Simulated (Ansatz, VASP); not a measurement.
## GaN: VASP beside Ansatz

```
Ga N
1.0
     0.00000    2.25350    2.25350
     2.25350    0.00000    2.25350
     2.25350    2.25350    0.00000
Ga N
1 1
Direct
  0.00000 0.00000 0.00000
  0.25000 0.25000 0.25000
```

Alike in both runs: task single point; functional LDA; k mesh 8 × 8 × 8; no spin polarisation.

|  | VASP | Ansatz |
| --- | --- | --- |
| version | VASP 6.6.1 | Ansatz 0.2.0 |
| potentials or method | VASP PAW LDA potentials, release 64 (Ga_d, N), cutoff 600 eV | plane waves, PAW |
| occupations | gaussian, width 0.01 eV | fixed |
| valence electrons in the cell | 18 | 18 |

Ansatz gave:

```
pressure (GPa) : -6.5
```

Q: Estimate VASP's values.

A: Pressure (GPa): -5.6.

LDA's correlation is that of Perdew and Zunger in VASP and of Perdew and Wang (1992) in Ansatz.
